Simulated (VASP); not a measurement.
# Sb (Im-3m) in VASP: further runs

Runs on Sb. Level: r2SCAN. Tasks: single point.

Program: VASP 6.6.1. These are calculated values, not measurements. Logs are shortened: lines on timing, memory, paths and dates and some standing lists are left out, and cuts for length are marked.

## 1. The cell of the first run

Symmetry: Im-3m, No. 229, cubic system. The conventional cell has a = 3.666 Å, b = 3.666 Å, c = 3.666 Å, α = 90.00°, β = 90.00°, γ = 90.00°. Sb (site symmetry m-3m) has 14 Sb at 3.18 to 3.67 Å within 4.2 Å.

## 2. Single point, r2SCAN

POSCAR reads:

```
Sb
1.0
   -1.8331395369      1.8331395369      1.8331395369
    1.8331395369     -1.8331395369      1.8331395369
    1.8331395369      1.8331395369     -1.8331395369
Sb
1
Direct
    0.0000000000      0.0000000000      0.0000000000
```

INCAR.step1 reads:

```
SYSTEM = Sb
ALGO = Normal ; EDIFF = 1E-4
ENCUT = 520 ; GGA = PE
ISMEAR = -1 ; LASPH = .TRUE.
LCHARG = .FALSE. ; LREAL = .FALSE.
LWAVE = .TRUE. ; NBANDS = 8
NELM = 60 ; PREC = Accurate
SIGMA = 0.05
```

INCAR.step2 reads:

```
SYSTEM = Sb
ALGO = Normal ; EDIFF = 1E-7
ENCUT = 520 ; ISIF = 2
ISMEAR = -1 ; ISTART = 1
LASPH = .TRUE. ; LCHARG = .TRUE.
LELF = .TRUE. ; LMIXTAU = .TRUE.
LREAL = .FALSE. ; LVHAR = .TRUE.
LWAVE = .FALSE. ; METAGGA = R2SCAN
NBANDS = 8 ; NELM = 60
PREC = Accurate ; SIGMA = 0.05
```

KPOINTS reads:

```
k-points
0
G
  10 10 10
  0 0 0
```

Potentials or basis: VASP PAW PBE potentials, release 64 (Sb).

Run with:

```bash
cat potpaw_PBE.64/Sb/POTCAR > POTCAR
cp INCAR.step1 INCAR
mpirun -np 1 vasp_std > vasp.out
cp INCAR.step2 INCAR
mpirun -np 1 vasp_std > vasp.out
```

OUTCAR:

```text
SYSTEM = Sb
   EDIFF = 1E-7
   ENCUT = 520
   ISIF = 2
   ISMEAR = -1
   ISTART = 1
   LASPH = .TRUE.
   LREAL = .FALSE.
   METAGGA = R2SCAN
   NELM = 60
   PREC = Accurate

 ion  position               nearest neighbor table
   1  0.000  0.000  0.000-

  LATTYP: Found a body centered cubic cell.
 ALAT       =     3.6662790738

  Lattice vectors:

 A1 = (  -1.8331395369,   1.8331395369,   1.8331395369)
 A2 = (   1.8331395369,  -1.8331395369,   1.8331395369)
 A3 = (   1.8331395369,   1.8331395369,  -1.8331395369)

Analysis of symmetry for initial positions (statically):
=====================================================================
 Subroutine PRICEL returns:
 Original cell was already a primitive cell.

 Routine SETGRP: Setting up the symmetry group for a
 body centered cubic supercell.

 Subroutine GETGRP returns: Found 48 space group operations
 (whereof 48 operations were pure point group operations)
 out of a pool of 48 trial point group operations.

The static configuration has the point symmetry O_h .

Analysis of symmetry for dynamics (positions and initial velocities):
=====================================================================
 Subroutine PRICEL returns:
 Original cell was already a primitive cell.

 Routine SETGRP: Setting up the symmetry group for a
 body centered cubic supercell.

 Subroutine GETGRP returns: Found 48 space group operations
 (whereof 48 operations were pure point group operations)
 out of a pool of 48 trial point group operations.

The dynamic configuration has the point symmetry O_h .

 Subroutine INISYM returns: Found 48 space group operations
 (whereof 48 operations are pure point group operations),
 and found     1 'primitive' translations

----------------------------------------------------------------------------------------

                                     Primitive cell

  volume of cell :      24.6403

  direct lattice vectors                    reciprocal lattice vectors
    -1.833139537  1.833139537  1.833139537     0.000000000  0.272756105  0.272756105
     1.833139537 -1.833139537  1.833139537     0.272756105  0.000000000  0.272756105
     1.833139537  1.833139537 -1.833139537     0.272756105  0.272756105  0.000000000

  length of vectors
     3.175090815  3.175090815  3.175090815     0.385735383  0.385735383  0.385735383

  position of ions in fractional coordinates (direct lattice)
[... 71 lines left out ...]
   ISPIN  =      1    spin polarized calculation?
   LNONCOLLINEAR =      F non collinear calculations
   LSORBIT =      F    spin-orbit coupling
   LASPH  =      T    aspherical Exc in radial PAW
   ENCUT  =  520.0 eV  38.22 Ry    6.18 a.u.   5.90  5.90  5.90*2*pi/ulx,y,z
   NELM   =     60;   NELMIN=  2; NELMDL=  0     # of ELM steps
   EDIFF  = 0.1E-06   stopping-criterion for ELM
   LREAL  =      F    real-space projection
   EDIFFG = 0.1E-05   stopping-criterion for IOM
   NSW    =      0    number of steps for IOM
   IBRION =     -1    ionic relax: 0-MD 1-quasi-New 2-CG
   NFREE  =      0    steps in history (QN), initial steepest desc. (CG)
   ISIF   =      2    stress and relaxation
   ISYM   =      2    0-nonsym 1-usesym 2-fastsym
   POTIM  = 0.5000    time-step for ionic-motion
   TEBEG  =    0.0;   TEEND  =   0.0 temperature during run
   PSTRESS=    0.0 pullay stress
   NELECT =       5.0000    total number of electrons
   NUPDOWN=      -1.0000    fix difference up-down
   EMIN   =  10.00;   EMAX   =-10.00  energy-range for DOS
   EFERMI =   0.00;   METHOD = LEGACY
   ISMEAR =    -1;   SIGMA  =   0.05  broadening in eV -4-tet -1-fermi 0-gaus
   EFERMI_NEDOS =   21; number of points for ismear=-14 and -15
   IALGO  =     38    algorithm
   IMIX   =      4    mixing-type and parameters
     AMIX     =   0.40;   BMIX     =  1.00
     AMIX_MAG =   1.60;   BMIX_MAG =  1.00
  volume/ion in A,a.u.               =      24.64       166.28
  Fermi-wavevector in a.u.,A,eV,Ry     =   0.962017  1.817948 12.591869  0.925476
  Thomas-Fermi vector in A             =   2.091439
   LORBIT       =      0    0 simple, 1 ext, 2 COOP (PROOUT), +10 PAW based schemes
   METAGGA = R2SCAN    functional components
   LHFCALC =     F    Hartree Fock is set to
   AEXX    =    0.0000 exact exchange contribution
   IVDW    =     0    specifies the selected vdW correction
   LEPSILON=     F    determine dielectric tensor
   LRPA    =     F    only Hartree local field effects (RPA)
 non-spin polarized calculation
  energy-cutoff  :      520.00
  volume of cell :       24.64
 maximum number of plane-waves:       682
   NGX = 11   NGY = 11   NGZ = 11

 number of electron       5.0000001 magnetization

 Free energy of the ion-electron system (eV)
  ---------------------------------------------------
  ext. energy  EPLUGINS =         0.00000000
  ---------------------------------------------------
  free energy    TOTEN  =       -25.28352643 eV

  energy without entropy =      -25.27514539  energy(sigma->0) =      -25.27933591

 E-fermi :   9.5965     XC(G=0): -11.2009

 val. band max:        9.5892485124   @ k =   0.3000   0.1000   0.1000
 cond. band min:       9.6588356388   @ k =   0.2000   0.2000   0.0000
 fundamental gap:      0.0695871263
 Fermi energy:         9.5965061001

 k-point     1 :       0.0000    0.0000    0.0000
  band No.  band energies     occupation
      1      -4.6170      2.00000
      2      16.1573      0.00000
      3      16.1573      0.00000
      4      16.1573      0.00000
      5      20.9194      0.00000
      6      20.9194      0.00000
      7      20.9194      0.00000
      8      22.3119      0.00000
[... 243 lines left out ...]
 k-point    24 :      -0.3000    0.3000    0.1000
  band No.  band energies     occupation
      1      -2.2390      2.00000
      2       7.9092      2.00000
      3      11.8198      0.00000
      4      13.5464      0.00000
      5      18.0694      0.00000
      6      18.7901      0.00000
      7      20.3295      0.00000
      8      25.7796      0.00000

 [... further k-points ...]
[... 5 lines left out ...]
  --------------------------------------------------------------------------------------
  -------------------------------------------------------------------------------------
  Total        1.1458201      1.1458201      1.1458201      0.0000000     -0.0000000     -0.0000000
  in kB       74.5041505     74.5041505     74.5041505      0.0000000     -0.0000000     -0.0000000
  external PRESSURE =      74.5041505 kB  Pullay stress =       0.0000000 kB

 VOLUME and BASIS-vectors are now :
 -----------------------------------------------------------------------------
  energy-cutoff  :      520.00
  volume of cell :       24.64
      direct lattice vectors                 reciprocal lattice vectors
    -1.833139537  1.833139537  1.833139537     0.000000000  0.272756105  0.272756105
     1.833139537 -1.833139537  1.833139537     0.272756105  0.000000000  0.272756105
     1.833139537  1.833139537 -1.833139537     0.272756105  0.272756105  0.000000000

 POSITION                                       TOTAL-FORCE (eV/Angst)
 -----------------------------------------------------------------------------------
      0.00000      0.00000      0.00000        -0.000000      0.000000     -0.000000
 -----------------------------------------------------------------------------------
    total drift:                                0.000000     -0.000000      0.000000

  FREE ENERGIE OF THE ION-ELECTRON SYSTEM (eV)
  ---------------------------------------------------
  free  energy   TOTEN  =       -25.2835264279 eV

  energy  without entropy=      -25.2751453876  energy(sigma->0) =      -25.27933591
```

OSZICAR.step1:

```text
N       E                     dE             d eps       ncg     rms          rms(c)
DAV:   1     0.509338353595E+01    0.50934E+01   -0.16979E+03   752   0.412E+02
DAV:   2    -0.374105293386E+01   -0.88344E+01   -0.85177E+01  1040   0.532E+01
DAV:   3    -0.383912458018E+01   -0.98072E-01   -0.97240E-01   920   0.643E+00
DAV:   4    -0.383939843088E+01   -0.27385E-03   -0.27385E-03  1104   0.405E-01
DAV:   5    -0.383939886655E+01   -0.43567E-06   -0.43557E-06   968   0.109E-02    0.205E+00
DAV:   6    -0.383779075986E+01    0.16081E-02   -0.10476E-03   920   0.183E-01    0.120E+00
DAV:   7    -0.383690541112E+01    0.88535E-03   -0.24281E-03   920   0.274E-01    0.552E-02
DAV:   8    -0.383691902866E+01   -0.13618E-04   -0.40521E-05   776   0.490E-02
   1 F= -.38369190E+01 E0= -.38322752E+01  d E =-.928772E-02
```

It took 18 s on 1 thread of Intel Xeon 6975P-C, shared host; peak memory 0.15 GiB.

Results:

```yaml
Free_energy: -25.2835 eV
Pressure: 7.5 GPa
```

Levels at points of the mesh, in eV from the Fermi level:
```csv
k point,band 1,band 2,band 3,band 4,band 5,band 6
"(0.00, 0.00, 0.00)",-14.21,6.56,6.56,6.56,11.32,11.32
"(0.50, 0.00, 0.00)",-9.32,-6.48,1.92,4.37,7.35,7.37
"(0.50, 0.50, 0.50)",-5.12,-2.41,-2.41,-2.41,3.16,3.16
```

Caveat: the PAW data sets were made with another functional, which shifts forces and pressure a little; spin-orbit coupling is left out, which moves the levels of the heavy elements.

## 3. Single point, r2SCAN

This run uses another cell than the first one, of 25.16 Å³/atom, 1.021 times its volume.

POSCAR reads:

```
Sb
1.0
   -1.8460493956      1.8460493956      1.8460493956
    1.8460493956     -1.8460493956      1.8460493956
    1.8460493956      1.8460493956     -1.8460493956
Sb
1
Direct
    0.0000000000      0.0000000000      0.0000000000
```

INCAR.step1 reads:

```
ALGO = Normal ; EDIFF = 1E-4
ENCUT = 520 ; GGA = PE
ISMEAR = -1 ; LASPH = T
LCHARG = F ; LREAL = F
LWAVE = T ; NBANDS = 8
NELM = 80 ; PREC = Accurate
SIGMA = 0.05
```

INCAR.step2 reads:

```
ALGO = Normal ; EDIFF = 1E-7
ENCUT = 520 ; ISIF = 2
ISMEAR = -1 ; ISTART = 1
LASPH = T ; LCHARG = T
LELF = T ; LMIXTAU = T
LREAL = F ; LVHAR = T
LWAVE = F ; METAGGA = R2SCAN
NBANDS = 8 ; NELM = 80
PREC = Accurate ; SIGMA = 0.05
```

KPOINTS reads:

```
k-points
0
Gamma
  10 10 10
```

Potentials or basis: VASP PAW PBE potentials, release 64 (Sb).

Run with:

```bash
cat potpaw_PBE.64/Sb/POTCAR > POTCAR
cp INCAR.step1 INCAR
mpirun -np 1 vasp_std > vasp.out
cp INCAR.step2 INCAR
mpirun -np 1 vasp_std > vasp.out
```

OUTCAR:

```text
EDIFF = 1E-7
   ENCUT = 520
   ISIF = 2
   ISMEAR = -1
   ISTART = 1
   LASPH = T
   LREAL = F
   METAGGA = R2SCAN
   NELM = 80
   PREC = Accurate

 ion  position               nearest neighbor table
   1  0.000  0.000  0.000-

  LATTYP: Found a body centered cubic cell.
 ALAT       =     3.6920987912

  Lattice vectors:

 A1 = (  -1.8460493956,   1.8460493956,   1.8460493956)
[... 441 lines left out ...]
      6      18.4371      0.00000
      7      19.9586      0.00000
      8      25.3439      0.00000

 [... further k-points ...]

------------------------ aborting loop because EDIFF is reached ----------------------------------------

  FORCE on cell =-STRESS in cart. coord.  units (eV):
  Direction    XX          YY          ZZ          XY          YZ          ZX
  --------------------------------------------------------------------------------------
  -------------------------------------------------------------------------------------
  Total        0.8775689      0.8775689      0.8775689      0.0000000      0.0000000      0.0000000
  in kB       55.8729818     55.8729818     55.8729818      0.0000000      0.0000000      0.0000000
  external PRESSURE =      55.8729818 kB  Pullay stress =       0.0000000 kB

 VOLUME and BASIS-vectors are now :
 -----------------------------------------------------------------------------
  energy-cutoff  :      520.00
  volume of cell :       25.16
      direct lattice vectors                 reciprocal lattice vectors
    -1.846049396  1.846049396  1.846049396     0.000000000  0.270848657  0.270848657
     1.846049396 -1.846049396  1.846049396     0.270848657  0.000000000  0.270848657
     1.846049396  1.846049396 -1.846049396     0.270848657  0.270848657  0.000000000

 POSITION                                       TOTAL-FORCE (eV/Angst)
 -----------------------------------------------------------------------------------
      0.00000      0.00000      0.00000         0.000000      0.000000      0.000000
 -----------------------------------------------------------------------------------
    total drift:                                0.000000     -0.000000     -0.000000

  FREE ENERGIE OF THE ION-ELECTRON SYSTEM (eV)
  ---------------------------------------------------
  free  energy   TOTEN  =       -25.3048029836 eV

  energy  without entropy=      -25.2961368776  energy(sigma->0) =      -25.30046993
```

OUTCAR.step1:

```text
EDIFF = 1E-4
   ENCUT = 520
   GGA = PE
   ISMEAR = -1
   LASPH = T
   LREAL = F
[... 477 lines left out ...]

 POSITION                                       TOTAL-FORCE (eV/Angst)
 -----------------------------------------------------------------------------------
      0.00000      0.00000      0.00000         0.000000     -0.000000     -0.000000
 -----------------------------------------------------------------------------------
    total drift:                                0.000000     -0.000000      0.000000

  FREE ENERGIE OF THE ION-ELECTRON SYSTEM (eV)
  ---------------------------------------------------
  free  energy   TOTEN  =        -3.8603944864 eV

  energy  without entropy=       -3.8511170477  energy(sigma->0) =       -3.85575577
```

It took 17 s on 1 thread of Intel Xeon 6975P-C, shared host; peak memory 0.14 GiB.

Results:

```
Free energy : -25.3048 eV
Pressure    : 5.6 GPa
```

Levels at points of the mesh, in eV from the Fermi level:
```
           k point  band 1  band 2  band 3  band 4  band 5  band 6
(0.00, 0.00, 0.00)  -14.02    6.37    6.37    6.37   11.24   11.24
(0.50, 0.00, 0.00)   -9.27   -6.33    1.87    4.29    7.27    7.34
(0.50, 0.50, 0.50)   -5.24   -2.36   -2.36   -2.36    3.21    3.21
```

Caveat: the PAW data sets were made with another functional, which shifts forces and pressure a little; spin-orbit coupling is left out, which moves the levels of the heavy elements.

## 4. Single point, r2SCAN

This run uses another cell than the first one, of 25.69 Å³/atom, 1.043 times its volume.

POSCAR reads:

```
Sb
1.0
   -1.8587811731      1.8587811731      1.8587811731
    1.8587811731     -1.8587811731      1.8587811731
    1.8587811731      1.8587811731     -1.8587811731
Sb
1
Direct
    0.0000000000      0.0000000000      0.0000000000
```

INCAR.step1 reads:

```
PREC     = Accurate       # precision mode
ENCUT    = 520            # plane-wave cutoff, eV
ISMEAR   = -1             # smearing method
SIGMA    = 0.05           # smearing width, eV
LREAL    = False          # projectors in reciprocal space
LASPH    = True           # aspherical terms in the spheres
NELM     = 60             # most SCF steps
NBANDS   = 8              # bands
GGA      = PE             # functional
ALGO     = Normal         # electronic algorithm
EDIFF    = 1E-4           # SCF threshold, eV
LWAVE    = True           # write WAVECAR
LCHARG   = False          # write CHGCAR
```

INCAR.step2 reads:

```
PREC     = Accurate       # precision mode
ENCUT    = 520            # plane-wave cutoff, eV
EDIFF    = 1E-7           # SCF threshold, eV
ISMEAR   = -1             # smearing method
SIGMA    = 0.05           # smearing width, eV
LREAL    = False          # projectors in reciprocal space
LASPH    = True           # aspherical terms in the spheres
NELM     = 60             # most SCF steps
ALGO     = Normal         # electronic algorithm
ISIF     = 2              # what is computed and relaxed
LWAVE    = False          # write WAVECAR
LCHARG   = False          # write CHGCAR
METAGGA  = R2SCAN         # meta-GGA
LMIXTAU  = True         
NBANDS   = 8              # bands
ISTART   = 1
```

KPOINTS reads:

```
Automatic mesh
0
Gamma
  10 10 10
```

Run with:

```bash
cat potpaw_PBE.64/Sb/POTCAR > POTCAR
cp INCAR.step1 INCAR
mpirun -np 1 vasp_std > vasp.out
cp INCAR.step2 INCAR
mpirun -np 1 vasp_std > vasp.out
```

Wall time 20 s (1 thread of Intel Xeon 6975P-C, shared host); peak memory 0.14 GiB.

Results (log left out):

```
Free energy : -25.3203 eV
Pressure    : 3.9 GPa
```

Levels at points of the mesh, in eV from the Fermi level:
| k point | band 1 | band 2 | band 3 | band 4 | band 5 | band 6 | band 7 |
| --- | --- | --- | --- | --- | --- | --- | --- |
| (0.00, 0.00, 0.00) | -13.84 | 6.19 | 6.19 | 6.19 | 11.16 | 11.16 | 11.16 |
| (0.50, 0.00, 0.00) | -9.23 | -6.18 | 1.82 | 4.22 | 7.19 | 7.32 | 15.09 |
| (0.50, 0.50, 0.50) | -5.35 | -2.30 | -2.30 | -2.30 | 3.27 | 3.27 | 18.67 |

Caveat: the PAW data sets were made with another functional, which shifts forces and pressure a little; spin-orbit coupling is left out, which moves the levels of the heavy elements.

## 5. Single point, r2SCAN

This run uses another cell than the first one, of 26.21 Å³/atom, 1.064 times its volume.

POSCAR reads:

```
Sb
1.0
   -1.8713408863      1.8713408863      1.8713408863
    1.8713408863     -1.8713408863      1.8713408863
    1.8713408863      1.8713408863     -1.8713408863
Sb
1
Direct
    0.0000000000      0.0000000000      0.0000000000
```

INCAR.step1 reads:

```
  ALGO = Normal
  EDIFF = 1E-4
  ENCUT = 520
  GGA = PE
  ISMEAR = -1
  LASPH = T
  LCHARG = F
  LREAL = F
  LWAVE = T
  NBANDS = 8
  NELM = 80
  PREC = Accurate
  SIGMA = 0.05
```

INCAR.step2 reads:

```
  ALGO = Normal
  EDIFF = 1E-6
  ENCUT = 520
  ISIF = 2
  ISMEAR = -1
  ISTART = 1
  LASPH = T
  LCHARG = F
  LMIXTAU = T
  LREAL = F
  LWAVE = F
  METAGGA = R2SCAN
  NBANDS = 8
  NELM = 80
  PREC = Accurate
  SIGMA = 0.05
```

KPOINTS reads:

```
k-points
0
Gamma
  10 10 10
```

Run with:

```bash
cat potpaw_PBE.64/Sb/POTCAR > POTCAR
cp INCAR.step1 INCAR
mpirun -np 1 vasp_std > vasp.out
cp INCAR.step2 INCAR
mpirun -np 1 vasp_std > vasp.out
```

Wall time 18 s (1 thread of Intel Xeon 6975P-C, shared host); peak memory 0.15 GiB.

The run converged. Its results:

| Item | Value |
| --- | --- |
| Free energy | -25.3306 eV |
| Pressure | 2.4 GPa |

Levels at points of the mesh, in eV from the Fermi level:
```
           k point  band 1  band 2  band 3  band 4  band 5  band 6
(0.00, 0.00, 0.00)  -13.66    6.02    6.02    6.02   11.08   11.08
(0.50, 0.00, 0.00)   -9.18   -6.04    1.77    4.15    7.13    7.30
(0.50, 0.50, 0.50)   -5.46   -2.25   -2.25   -2.25    3.32    3.32
```

Caveat: the PAW data sets were made with another functional, which shifts forces and pressure a little; spin-orbit coupling is left out, which moves the levels of the heavy elements.

## 6. Summary

```csv
cell,gap on the mesh (eV),pressure (GPa)
"a = 3.175 Å, angles 109.5°, 1 atom",none,7.5
"a = 3.197 Å, angles 109.5°, 1 atom",none,5.6
"a = 3.220 Å, angles 109.5°, 1 atom",none,3.9
"a = 3.241 Å, angles 109.5°, 1 atom",none,2.4
```

Alike in all rows: task single point; level r2SCAN; potentials or basis VASP PAW PBE potentials, release 64 (Sb); no spin polarisation; k mesh 10 × 10 × 10; cutoff (eV) 520; smearing fermi-dirac 0.05 eV.

Caveats: the PAW data sets were made with another functional, which shifts forces and pressure a little; spin-orbit coupling is left out, which moves the levels of the heavy elements.

Total energies depend on the potentials used, so only differences within one code and one set of settings carry meaning.
